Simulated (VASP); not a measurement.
Sc:

```xyz
2
Lattice="3.2755 0.0000 0.0000 -1.6377 2.8366 0.0000 0.0000 0.0000 5.1051" Properties=species:S:1:pos:R:3 pbc="T T T"
Sc    0.0000    1.8911    1.2763
Sc    1.6377    0.9455    3.8288
```

Base run:

```yaml
Program: VASP 6.6.1
Functional: PBEsol
Potentials_or_basis: VASP PAW PBE potentials, release 64 (Sc_sv)
Cutoff: 520 eV
k_mesh: 11 × 11 × 6
Occupations: fermi-dirac, width 0.05 eV
Spin: no spin polarisation
```

Its results: band gap on the k mesh zero (band 11 reaches 4.80 eV, above the bottom of band 12 at 3.25 eV); pressure -0.2 GPa.

Question: The run is repeated on the same cell with these changes: functional from PBEsol to r2SCAN. What comes out?

Answer: Band gap on the k mesh zero (band 11 reaches 5.08 eV, above the bottom of band 12 at 3.42 eV); pressure 3.2 GPa.

Caveats: the PAW data sets were made with another functional, which shifts forces and pressure a little.
